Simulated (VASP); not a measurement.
# Be3Si (I4/mmm) in VASP: further runs

Be3Si is run at these levels: r2SCAN; tasks: single point, relaxation of volume and atoms at fixed shape.

All numbers are computed with VASP 6.6.1; they aren't measurements. Logs are shortened: lines on timing, memory, paths and dates and some standing lists are left out, and cuts for length are marked.

### Step 1. The cell of the first run

Symmetry: I4/mmm, No. 139, tetragonal system. Conventional cell: a = 3.393 Å, b = 3.393 Å, c = 6.810 Å, α = 90.00°, β = 90.00°, γ = 90.00°. Within 3.2 Å of Be (site symmetry -4m2) lie 8 Be at 2.40 Å and 4 Si at 2.40 Å. Within 3.2 Å of Be (site symmetry 4/mmm) lie 4 Si at 2.40 Å and 8 Be at 2.40 Å. Within 3.2 Å of Si (site symmetry 4/mmm) lie 12 Be at 2.40 Å.

### Step 2. Single point, r2SCAN

Input file POSCAR:

```
Be3Si
1.0
   -1.6964455179      1.6964455179      3.4048168916
    1.6964455179     -1.6964455179      3.4048168916
    1.6964455179      1.6964455179     -3.4048168916
Be Si
3 1
Direct
    0.7500000000      0.2500000000      0.5000000000
    0.2500000000      0.7500000000      0.5000000000
    0.5000000000      0.5000000000      0.0000000000
    0.0000000000      0.0000000000      0.0000000000
```

Input file INCAR.step1:

```
ALGO     = Normal         # electronic algorithm
EDIFF    = 1E-4           # SCF threshold, eV
ENCUT    = 520            # plane-wave cutoff, eV
GGA      = PE             # functional
ISMEAR   = -1             # smearing method
LASPH    = T              # aspherical terms in the spheres
LCHARG   = F              # write CHGCAR
LREAL    = F              # projectors in reciprocal space
LWAVE    = T              # write WAVECAR
NBANDS   = 13             # bands
NELM     = 100            # most SCF steps
PREC     = Accurate       # precision mode
SIGMA    = 0.02           # smearing width, eV
```

Input file INCAR.step2:

```
ALGO     = Normal         # electronic algorithm
EDIFF    = 1E-7           # SCF threshold, eV
ENCUT    = 520            # plane-wave cutoff, eV
ISIF     = 2              # what is computed and relaxed
ISMEAR   = -1             # smearing method
ISTART   = 1            
LASPH    = T              # aspherical terms in the spheres
LCHARG   = F              # write CHGCAR
LMIXTAU  = T            
LREAL    = F              # projectors in reciprocal space
LWAVE    = F              # write WAVECAR
METAGGA  = R2SCAN         # meta-GGA
NBANDS   = 13             # bands
NELM     = 100            # most SCF steps
PREC     = Accurate       # precision mode
SIGMA    = 0.02           # smearing width, eV
```

Input file KPOINTS:

```
k-points
0
Gamma
  8 8 8
```

Potentials or basis: VASP PAW PBE potentials, release 64 (Be, Si).

Run with:

```
$ cat potpaw_PBE.64/Be/POTCAR potpaw_PBE.64/Si/POTCAR > POTCAR
$ cp INCAR.step1 INCAR
$ mpirun -np 1 vasp_std > vasp.out
$ cp INCAR.step2 INCAR
$ mpirun -np 1 vasp_std > vasp.out
```

OUTCAR:

```text
EDIFF = 1E-7
   ENCUT = 520
   ISIF = 2
   ISMEAR = -1
   ISTART = 1
   LASPH = T
   LREAL = F
   METAGGA = R2SCAN
   NELM = 100
   PREC = Accurate

 ion  position               nearest neighbor table
   1  0.750  0.250  0.500-   4 2.40   4 2.40   4 2.40   4 2.40
   2  0.250  0.750  0.500-   4 2.40   4 2.40   4 2.40   4 2.40
   3  0.500  0.500  0.000-   4 2.40   4 2.40   4 2.40   4 2.40
   4  0.000  0.000  0.000-   3 2.40   3 2.40   3 2.40   3 2.40   2 2.40   1 2.40   2 2.40   2 2.40
                             1 2.40   1 2.40   2 2.40   1 2.40

  LATTYP: Found a body centered tetragonal cell.
 ALAT       =     3.3928910358
 C/A-ratio  =     2.0070299079

  Lattice vectors:

 A1 = (  -1.6964455179,   1.6964455179,   3.4048168916)
 A2 = (   1.6964455179,  -1.6964455179,   3.4048168916)
 A3 = (   1.6964455179,   1.6964455179,  -3.4048168916)

Analysis of symmetry for initial positions (statically):
=====================================================================
 Subroutine PRICEL returns:
 Original cell was already a primitive cell.

 Routine SETGRP: Setting up the symmetry group for a
 body centered tetragonal supercell.

 Subroutine GETGRP returns: Found 16 space group operations
 (whereof 16 operations were pure point group operations)
 out of a pool of 16 trial point group operations.

The static configuration has the point symmetry D_4h.

Analysis of symmetry for dynamics (positions and initial velocities):
=====================================================================
 Subroutine PRICEL returns:
 Original cell was already a primitive cell.

 Routine SETGRP: Setting up the symmetry group for a
 body centered tetragonal supercell.

 Subroutine GETGRP returns: Found 16 space group operations
 (whereof 16 operations were pure point group operations)
 out of a pool of 16 trial point group operations.

The dynamic configuration has the point symmetry D_4h.

 Subroutine INISYM returns: Found 16 space group operations
 (whereof 16 operations are pure point group operations),
 and found     1 'primitive' translations

----------------------------------------------------------------------------------------

                                     Primitive cell

  volume of cell :      39.1953

  direct lattice vectors                    reciprocal lattice vectors
    -1.696445518  1.696445518  3.404816892     0.000000000  0.294733898  0.146850775
     1.696445518 -1.696445518  3.404816892     0.294733898  0.000000000  0.146850775
     1.696445518  1.696445518 -3.404816892     0.294733898  0.294733898  0.000000000

[... 94 lines left out ...]
   ISYM   =      2    0-nonsym 1-usesym 2-fastsym
   POTIM  = 0.5000    time-step for ionic-motion
   TEBEG  =    0.0;   TEEND  =   0.0 temperature during run
   PSTRESS=    0.0 pullay stress
   NELECT =      10.0000    total number of electrons
   NUPDOWN=      -1.0000    fix difference up-down
   EMIN   =  10.00;   EMAX   =-10.00  energy-range for DOS
   EFERMI =   0.00;   METHOD = LEGACY
   ISMEAR =    -1;   SIGMA  =   0.02  broadening in eV -4-tet -1-fermi 0-gaus
   EFERMI_NEDOS =   21; number of points for ismear=-14 and -15
   IALGO  =     38    algorithm
   IMIX   =      4    mixing-type and parameters
     AMIX     =   0.40;   BMIX     =  1.00
     AMIX_MAG =   1.60;   BMIX_MAG =  1.00
  volume/ion in A,a.u.               =       9.80        66.13
  Fermi-wavevector in a.u.,A,eV,Ry     =   1.038318  1.962136 14.668494  1.078104
  Thomas-Fermi vector in A             =   2.172796
   LORBIT       =      0    0 simple, 1 ext, 2 COOP (PROOUT), +10 PAW based schemes
   METAGGA = R2SCAN    functional components
   LHFCALC =     F    Hartree Fock is set to
   AEXX    =    0.0000 exact exchange contribution
   IVDW    =     0    specifies the selected vdW correction
   LEPSILON=     F    determine dielectric tensor
   LRPA    =     F    only Hartree local field effects (RPA)
 non-spin polarized calculation
  energy-cutoff  :      520.00
  volume of cell :       39.20
 maximum number of plane-waves:      1076
   NGX = 15   NGY = 15   NGZ = 15

 number of electron      10.0000000 magnetization

 Free energy of the ion-electron system (eV)
  ---------------------------------------------------
  ext. energy  EPLUGINS =         0.00000000
  ---------------------------------------------------
  free energy    TOTEN  =       -20.57288014 eV

  energy without entropy =      -20.57135232  energy(sigma->0) =      -20.57211623

 E-fermi :   8.2600     XC(G=0): -11.4257

 val. band max:        8.2319173638   @ k =   0.2500   0.2500   0.0000
 cond. band min:       8.2818816027   @ k =   0.5000   0.1250   0.0000
 fundamental gap:      0.0499642389
 Fermi energy:         8.2600424546

 k-point     1 :       0.0000    0.0000    0.0000
  band No.  band energies     occupation
      1      -5.5232      2.00000
      2       4.5217      2.00000
      3       7.5063      2.00000
      4       7.5063      2.00000
      5       8.3322      0.05284
      6       8.3322      0.05284
      7       9.0357      0.00000
      8       9.2837      0.00000
      9      10.4049      0.00000
     10      13.2156      0.00000
     11      15.8973      0.00000
     12      16.4735      0.00000
     13      16.4735      0.00000
[... 354 lines left out ...]
  band No.  band energies     occupation
      1      -1.9571      2.00000
      2      -0.2980      2.00000
      3       3.6369      2.00000
      4       3.9521      2.00000
      5       5.7925      2.00000
      6       7.1499      2.00000
      7      11.3779      0.00000
      8      11.4030      0.00000
      9      16.3107      0.00000
     10      17.3331      0.00000
     11      17.6580      0.00000
     12      18.7484      0.00000
     13      20.7472      0.00000

 [... further k-points ...]
[... 5 lines left out ...]
  --------------------------------------------------------------------------------------
  -------------------------------------------------------------------------------------
  Total       -0.0596089     -0.0596089      0.1940441      0.0000000      0.0000000     -0.0000000
  in kB       -2.4366235     -2.4366235      7.9319036      0.0000000      0.0000000     -0.0000000
  external PRESSURE =       1.0195522 kB  Pullay stress =       0.0000000 kB

 VOLUME and BASIS-vectors are now :
 -----------------------------------------------------------------------------
  energy-cutoff  :      520.00
  volume of cell :       39.20
      direct lattice vectors                 reciprocal lattice vectors
    -1.696445518  1.696445518  3.404816892     0.000000000  0.294733898  0.146850775
     1.696445518 -1.696445518  3.404816892     0.294733898  0.000000000  0.146850775
     1.696445518  1.696445518 -3.404816892     0.294733898  0.294733898  0.000000000

 POSITION                                       TOTAL-FORCE (eV/Angst)
 -----------------------------------------------------------------------------------
      0.00000      1.69645      1.70241         0.000000     -0.000000     -0.000000
      1.69645      0.00000      1.70241        -0.000000     -0.000000      0.000000
      0.00000      0.00000      3.40482         0.000000      0.000000      0.000000
      0.00000      0.00000      0.00000         0.000000      0.000000      0.000000
 -----------------------------------------------------------------------------------
    total drift:                                0.000000     -0.000000     -0.000000

  FREE ENERGIE OF THE ION-ELECTRON SYSTEM (eV)
  ---------------------------------------------------
  free  energy   TOTEN  =       -20.5728801384 eV

  energy  without entropy=      -20.5713523230  energy(sigma->0) =      -20.57211623
```

Wall time 40 s (1 thread of Intel Xeon 6975P-C (Granite Rapids), shared host); peak memory 0.19 GiB.

What came out:

- Free energy: -20.5729 eV
- Pressure: 0.1 GPa
- Band gap on the k mesh: zero (bands 5 and 6 overlap by 4.31 eV)

Caveat: the PAW data sets were made with another functional, which shifts forces and pressure a little.

### Step 3. Relaxation of volume and atoms at fixed shape, r2SCAN

This run uses another cell than the first one, of 9.96 Å³/atom.

Input file POSCAR:

```
Be3Si
1.0
   -1.7055700000      1.7055700000      3.4231300000
    1.7055700000     -1.7055700000      3.4231300000
    1.7055700000      1.7055700000     -3.4231300000
Be Si
3 1
Direct
    0.7500000000      0.2500000000      0.5000000000
    0.2500000000      0.7500000000      0.5000000000
    0.5000000000      0.5000000000      0.0000000000
    0.0000000000      0.0000000000      0.0000000000
```

Input file INCAR.step1:

```
SYSTEM = Be3Si
ALGO     = Normal         ! electronic algorithm
EDIFF    = 1E-4           ! SCF threshold, eV
ENCUT    = 600            ! plane-wave cutoff, eV
GGA      = PE             ! functional
ISMEAR   = -1             ! smearing method
LASPH    = .TRUE.         ! aspherical terms in the spheres
LCHARG   = .FALSE.        ! write CHGCAR
LREAL    = .FALSE.        ! projectors in reciprocal space
LWAVE    = .TRUE.         ! write WAVECAR
NELM     = 80             ! most SCF steps
PREC     = Accurate       ! precision mode
SIGMA    = 0.02           ! smearing width, eV
```

Input file INCAR.step2:

```
SYSTEM = Be3Si
ALGO     = Normal         ! electronic algorithm
EDIFF    = 1E-6           ! SCF threshold, eV
EDIFFG   = -0.02          ! ionic threshold
ENCUT    = 600            ! plane-wave cutoff, eV
IBRION   = 2              ! ionic algorithm
ISIF     = 8              ! what is computed and relaxed
ISMEAR   = -1             ! smearing method
ISTART   = 1            
LASPH    = .TRUE.         ! aspherical terms in the spheres
LCHARG   = .FALSE.        ! write CHGCAR
LMIXTAU  = .TRUE.       
LREAL    = .FALSE.        ! projectors in reciprocal space
LWAVE    = .FALSE.        ! write WAVECAR
METAGGA  = R2SCAN         ! meta-GGA
NELM     = 80             ! most SCF steps
NSW      = 80             ! ionic steps
PREC     = Accurate       ! precision mode
SIGMA    = 0.02           ! smearing width, eV
```

Input file KPOINTS:

```
k-points
0
G
  8 8 8
  0 0 0
```

Potentials or basis: VASP PAW PBE potentials, release 64 (Be, Si).

Run with:

```
$ cat potpaw_PBE.64/Be/POTCAR potpaw_PBE.64/Si/POTCAR > POTCAR
$ cp INCAR.step1 INCAR
$ mpirun -np 1 vasp_std > vasp.out
$ cp INCAR.step2 INCAR
$ mpirun -np 1 vasp_std > vasp.out
```

Wall time 80 s (1 thread of Intel Xeon 6975P-C (Granite Rapids), shared host); peak memory 0.22 GiB.

It converged, with:

```yaml
Free_energy: -20.5728 eV
Relaxed_volume: 9.80 Å³/atom
Relaxed_cell: a = 4.166 Å, b = 4.166 Å, c = 4.166 Å, α = 131.93°, β = 131.93°, γ = 70.34°
Space_group_after_relaxing_to_0.1_Å: I4/mmm (No. 139)
Energy_gained_by_relaxing: 0.9 meV/atom
Ionic_steps: 2
Pressure_after_relaxing: 0.1 GPa
Band_gap_on_the_k_mesh: zero (bands 5 and 6 overlap by 4.31 eV)
```

Stress tensor (GPa, compression positive):
```
-0.28  0.00  0.00
 0.00 -0.28  0.00
 0.00  0.00  0.76
```

The path:
| step | energy change (eV) | largest force (eV/Å) | pressure (GPa) | volume (Å³) |
| --- | --- | --- | --- | --- |
| 1 | 0.0000 | 0.0000 | -1.75 | 39.83 |
| 2 | -0.0035 | 0.0000 | 0.07 | 39.21 |

Final structure:
```cif
data_structure
_symmetry_space_group_name_H-M 'P 1'
_symmetry_Int_Tables_number 1
_cell_length_a 4.1656
_cell_length_b 4.1656
_cell_length_c 4.1656
_cell_angle_alpha 131.930
_cell_angle_beta 131.930
_cell_angle_gamma 70.339
_cell_volume 39.21
loop_
_atom_site_label
_atom_site_type_symbol
_atom_site_fract_x
_atom_site_fract_y
_atom_site_fract_z
_atom_site_occupancy
Be1 Be 0.75000 0.25000 0.50000 1
Be2 Be 0.25000 0.75000 0.50000 1
Be3 Be 0.50000 0.50000 0.00000 1
Si1 Si 0.00000 0.00000 0.00000 1
```

Levels at points of the mesh, in eV from the Fermi level:
```tsv
k point	band 1	band 2	band 3	band 4	band 5	band 6	band 7	band 8	band 9
(0.00, 0.00, 0.00)	-13.78	-3.74	-0.75	-0.75	0.07	0.07	0.78	1.02	2.14
(0.50, 0.00, 0.00)	-10.97	-9.18	-4.34	-3.89	0.20	0.72	3.37	5.48	6.38
(0.50, 0.50, 0.00)	-8.71	-7.47	-6.42	-5.70	-3.44	-1.72	2.66	3.16	5.80
(0.50, 0.50, 0.50)	-11.80	-9.70	-3.59	-3.59	0.80	1.17	8.08	8.11	8.11
```

Caveat: the PAW data sets were made with another functional, which shifts forces and pressure a little.
